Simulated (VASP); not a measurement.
Ta, 2 atoms in the cell. It takes space group P6_3/mmc (No. 194, hexagonal). The conventional cell has a = 2.825 Å, b = 2.825 Å, c = 4.979 Å, α = 90.00°, β = 90.00°, γ = 120.00°. Ta (site symmetry -6m2) has 12 Ta at 2.82 to 2.98 Å within 3.7 Å. 

| Property | Result |
| --- | --- |
| Program | VASP 6.6.1 |
| Task | single point |
| Functional | PBE |
| Potentials or basis | VASP PAW PBE potentials, release 64 (Ta_pv) |
| Cutoff | 520 eV |
| k mesh | 15 × 15 × 8 |
| Occupations | fermi-dirac, width 0.1 eV |
| Spin | no spin polarisation |
| Dipole correction | no |
| Further INCAR settings | ALGO = Normal; EDIFF = 1e-06; NBANDS = 18 |

Potentials or basis: VASP PAW PBE potentials, release 64 (Ta_pv).

Launch:

```console
$ cat potpaw_PBE.64/Ta_pv/POTCAR > POTCAR
$ mpirun -np 1 vasp_std > vasp.out
```

Hardware: 1 thread of Intel(R) Xeon(R) 6975P-C (Granite Rapids) (shared host).

Problem. How long does it take, and how much memory?

Solution. Run time: 23 s on 1 thread of Intel(R) Xeon(R) 6975P-C (Granite Rapids), with other jobs on the host, peak memory 0.2 GiB. Counts: scf iterations 12, k points 135.
